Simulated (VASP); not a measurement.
# Al96SiN95 (a cell with a defect) in VASP: notebook, part 2 of 3

VASP 6.6.1. The steps go on from the part before.

## Step 3: Single point, PBE

The input, INCAR:

```
SYSTEM = Al96SiN95
PREC = Accurate ; ENCUT = 520
EDIFF = 1E-7 ; ISMEAR = -1
SIGMA = 0.01 ; LREAL = Auto
LASPH = .TRUE. ; NELM = 80
ALGO = Normal ; ISIF = 2
LWAVE = .FALSE. ; LCHARG = .TRUE.
GGA = PE ; LELF = .TRUE.
LVHAR = .TRUE. ; NBANDS = 486
NELECT = 768.0 ; LUSENCCL = .FALSE.
```

The input, KPOINTS:

```
regular mesh
0
G
  1 1 1
  0 0 0
```

Changes to POSCAR since step 2:

```diff
@@ -2,5 +2,5 @@
 1.0
-   12.5190278665      0.0000001148      0.0000000000
-   -6.2595140327     10.8417961056      0.0000000000
-    0.0000000000      0.0000000000     15.0522097600
+   12.5190278652      0.0000001155      0.0000000000
+   -6.2595140326     10.8417961042      0.0000000000
+    0.0000000000      0.0000000000     15.0522097602
 Al N Si
```

Potentials or basis: VASP PAW PBE potentials, release 64 (Al, N, Si).

Run with:

```sh
$ cat potpaw_PBE.64/Al/POTCAR potpaw_PBE.64/N/POTCAR potpaw_PBE.64/Si/POTCAR > POTCAR
$ mpirun -np 1 vasp_gam > vasp.out
```

OUTCAR:

```text
SYSTEM = Al96SiN95
   PREC = Accurate
   ENCUT = 520
   EDIFF = 1E-7
   ISMEAR = -1
   LREAL = Auto
   LASPH = .TRUE.
   NELM = 80
   ISIF = 2
   GGA = PE
   NELECT = 768.0

 ion  position               nearest neighbor table
   1  0.166  0.084  0.166- 122 1.90  98 1.90 116 1.91  97 1.92  24 3.08  20 3.10  26 3.11   2 3.11
                             6 3.11  30 3.11  31 3.13   7 3.13  73 3.13  25 3.13  91 3.13  19 3.13
   2  0.083  0.168  0.333- 103 1.90  97 1.91 168 1.91 100 1.92   3 3.09   8 3.09  73 3.10   1 3.11
                             9 3.11  74 3.12  75 3.13  32 3.13  26 3.14  20 3.14   7 3.14  92 3.14
   3  0.167  0.086  0.500- 100 1.91 124 1.91 118 1.92  99 1.93   2 3.09  26 3.09  20 3.10  22 3.10
                            28 3.12   4 3.12   9 3.12  33 3.12  93 3.16  21 3.16  75 3.16  27 3.16
   4  0.080  0.163  0.669- 105 1.87 170 1.90 102 1.90  99 1.90   9 2.98  11 3.05  77 3.05   5 3.07
                            94 3.10  22 3.11   3 3.12  76 3.12  75 3.13  28 3.15  34 3.17  10 3.17
   5  0.165  0.081  0.834- 102 1.89 126 1.89 120 1.90 101 1.90  30 3.06   6 3.06  28 3.07   4 3.07
                            24 3.09  22 3.10  95 3.12  23 3.12  77 3.14  29 3.14  11 3.14  35 3.14
   6  0.082  0.166  0.998- 101 1.90 172 1.90  98 1.90 107 1.91   7 3.04  77 3.06   5 3.06  11 3.11
                             1 3.11  73 3.11  96 3.12  24 3.13  30 3.13  78 3.13  36 3.14  12 3.14
[... 869 lines left out ...]

------------------------ aborting loop because EDIFF is reached ----------------------------------------

  FORCE on cell =-STRESS in cart. coord.  units (eV):
  Direction    XX          YY          ZZ          XY          YZ          ZX
  --------------------------------------------------------------------------------------
  -------------------------------------------------------------------------------------
  Total       34.0384204     34.0500773     25.9256562     -0.0123350      0.0030008      0.0052754
  in kB       26.6936446     26.7027862     20.3314444     -0.0096734      0.0023533      0.0041371
  external PRESSURE =      24.5759584 kB  Pullay stress =       0.0000000 kB

 VOLUME and BASIS-vectors are now :
 -----------------------------------------------------------------------------
  energy-cutoff  :      520.00
  volume of cell :     2043.02
      direct lattice vectors                 reciprocal lattice vectors
    12.519027865  0.000000115  0.000000000     0.079878406  0.046117820 -0.000000000
    -6.259514033 10.841796104  0.000000000    -0.000000001  0.092235639  0.000000000
     0.000000000  0.000000000 15.052209760     0.000000000 -0.000000000  0.066435428

 POSITION                                       TOTAL-FORCE (eV/Angst)
 -----------------------------------------------------------------------------------
      1.55910      0.90536      2.49956        -0.001517      0.000332      0.006368
     -0.01065      1.82360      5.01632        -0.000150      0.002349     -0.000144
      1.55912      0.93035      7.52353         0.001103      0.001900     -0.001899
     -0.01793      1.77226     10.07545         0.000427     -0.004498     -0.001642
      1.55910      0.88337     12.54883        -0.000471     -0.001365     -0.002795
     -0.00593      1.79580     15.01747         0.001169     -0.000068      0.002635
[... 184 lines left out ...]
      4.69238      9.93302     11.95635        -0.000506      0.000780     -0.001642
      1.55897      4.51409      6.92468         0.001652      0.001056      0.003995
 -----------------------------------------------------------------------------------
    total drift:                               -0.056152     -0.031468      0.006892

  FREE ENERGIE OF THE ION-ELECTRON SYSTEM (eV)
  ---------------------------------------------------
  free  energy   TOTEN  =     -1408.5492210741 eV

  energy  without entropy=    -1408.5492210741  energy(sigma->0) =    -1408.54922107
```

It took 4.6 min on 1 × NVIDIA H100 80GB with 1 thread of AMD EPYC 7R13 (Zen 3), shared host; peak memory 2.3 GiB.

Results:

* Free energy: -1408.5492 eV
* Largest force: 0.009 eV/Å

Caveat: the k points lie up to 0.58 Å⁻¹ apart; the cell carries a net charge on a neutralising background, which shifts energy and pressure; the cell is charged against a uniform background, so pressure and absolute levels hang on convention.

## Step 4: Single point, PBE

The input, INCAR:

```
SYSTEM = Al96SiN95
PREC = Accurate ; ENCUT = 520
EDIFF = 1E-6 ; ISMEAR = 0
SIGMA = 0.01 ; LREAL = Auto
LASPH = .True. ; NELM = 60
ALGO = Normal ; ISIF = 2
LWAVE = .False. ; LCHARG = .False.
GGA = PE ; NELECT = 768.0
NBANDS = 486 ; LUSENCCL = .False.
```

The input, KPOINTS:

```
Automatic mesh
0
Gamma
  1 1 1
  0 0 0
```

The input, POSCAR:

```
Al96SiN95
1.0
   12.5190278292      0.0000001148      0.0000000000
   -6.2595140140     10.8417960733      0.0000000000
    0.0000000000      0.0000000000     15.0522098900
Al N Si
96 95 1
Direct
    0.1662920724      0.0835066368      0.1660595236
    0.0832498516      0.1682004597      0.3332611024
    0.1674455874      0.0858117935      0.4998289874
    0.0803006585      0.1634653427      0.6693670387
    0.1652776777      0.0814782067      0.8336870765
    0.0823450377      0.1656367041      0.9976919430
[... 184 lines left out ...]
    0.8329092780      0.9161788167      0.7943250331
    0.3327077430      0.4163599242      0.4600440903
```

Potentials or basis: VASP PAW PBE potentials, release 64 (Al, N, Si).

Run with:

```sh
$ cat potpaw_PBE.64/Al/POTCAR potpaw_PBE.64/N/POTCAR potpaw_PBE.64/Si/POTCAR > POTCAR
$ mpirun -np 1 vasp_gam > vasp.out
```

OUTCAR:

```text
SYSTEM = Al96SiN95
   PREC = Accurate
   ENCUT = 520
   EDIFF = 1E-6
   ISMEAR = 0
   LREAL = Auto
   LASPH = .True.
   NELM = 60
   ISIF = 2
   GGA = PE
   NELECT = 768.0

 ion  position               nearest neighbor table
   1  0.166  0.084  0.166- 122 1.90  98 1.90 116 1.91  97 1.92  24 3.08  20 3.10  26 3.11   2 3.11
                             6 3.11  30 3.11  31 3.13   7 3.13  73 3.13  25 3.13  91 3.13  19 3.13
   2  0.083  0.168  0.333- 103 1.90  97 1.91 168 1.91 100 1.92   3 3.09   8 3.09  73 3.10   1 3.11
                             9 3.11  74 3.12  75 3.13  32 3.13  26 3.14  20 3.14   7 3.14  92 3.14
   3  0.167  0.086  0.500- 100 1.91 124 1.91 118 1.92  99 1.93   2 3.09  26 3.09  20 3.10  22 3.10
                            28 3.12   4 3.12   9 3.12  33 3.12  93 3.16  21 3.16  75 3.16  27 3.16
   4  0.080  0.163  0.669- 105 1.87 170 1.90 102 1.90  99 1.90   9 2.98  11 3.05  77 3.05   5 3.07
                            94 3.10  22 3.11   3 3.12  76 3.12  75 3.13  28 3.15  34 3.17  10 3.17
   5  0.165  0.081  0.834- 102 1.89 126 1.89 120 1.90 101 1.90  30 3.06   6 3.06  28 3.07   4 3.07
                            24 3.09  22 3.10  95 3.12  23 3.12  77 3.14  29 3.14  11 3.14  35 3.14
   6  0.082  0.166  0.998- 101 1.90 172 1.90  98 1.90 107 1.91   7 3.04  77 3.06   5 3.06  11 3.11
                             1 3.11  73 3.11  96 3.12  24 3.13  30 3.13  78 3.13  36 3.14  12 3.14
   7  0.162  0.331  0.161- 103 1.87 104 1.89  98 1.89 128 1.92  32 2.92   6 3.04  12 3.04  36 3.07
[... 870 lines left out ...]
------------------------ aborting loop because EDIFF is reached ----------------------------------------

  FORCE on cell =-STRESS in cart. coord.  units (eV):
  Direction    XX          YY          ZZ          XY          YZ          ZX
  --------------------------------------------------------------------------------------
  -------------------------------------------------------------------------------------
  Total       34.0382479     34.0499155     25.9265000     -0.0123322      0.0030173      0.0052747
  in kB       26.6935092     26.7026593     20.3321061     -0.0096712      0.0023662      0.0041366
  external PRESSURE =      24.5760915 kB  Pullay stress =       0.0000000 kB

 VOLUME and BASIS-vectors are now :
 -----------------------------------------------------------------------------
  energy-cutoff  :      520.00
  volume of cell :     2043.02
      direct lattice vectors                 reciprocal lattice vectors
    12.519027829  0.000000115  0.000000000     0.079878407  0.046117821 -0.000000000
    -6.259514014 10.841796073  0.000000000    -0.000000001  0.092235640  0.000000000
     0.000000000  0.000000000 15.052209890     0.000000000 -0.000000000  0.066435428

 POSITION                                       TOTAL-FORCE (eV/Angst)
 -----------------------------------------------------------------------------------
      1.55910      0.90536      2.49956        -0.001516      0.000260      0.006405
     -0.01065      1.82360      5.01632        -0.000138      0.002282     -0.000169
      1.55912      0.93035      7.52353         0.001112      0.001848     -0.001885
     -0.01793      1.77226     10.07545         0.000469     -0.004508     -0.001631
      1.55910      0.88337     12.54883        -0.000502     -0.001415     -0.002797
     -0.00593      1.79580     15.01747         0.001128     -0.000099      0.002615
[... 184 lines left out ...]
      4.69238      9.93302     11.95635        -0.000531      0.000794     -0.001653
      1.55897      4.51409      6.92468         0.001651      0.001056      0.004002
 -----------------------------------------------------------------------------------
    total drift:                               -0.056183     -0.031503      0.006741

  FREE ENERGIE OF THE ION-ELECTRON SYSTEM (eV)
  ---------------------------------------------------
  free  energy   TOTEN  =     -1408.5492211632 eV

  energy  without entropy=    -1408.5492211632  energy(sigma->0) =    -1408.54922116
```

Run time: 4 min. Hardware: 1 × NVIDIA H100 80GB with 1 thread of AMD EPYC 7R13 (Zen 3), shared host; peak memory 2.2 GiB.

Results:

- Free energy: -1408.5492 eV
- Largest force: 0.009 eV/Å

Caveat: the k points lie up to 0.58 Å⁻¹ apart; the cell carries a net charge on a neutralising background, which shifts energy and pressure; the cell is charged against a uniform background, so pressure and absolute levels hang on convention.

(Continued in part 3 of 3.)
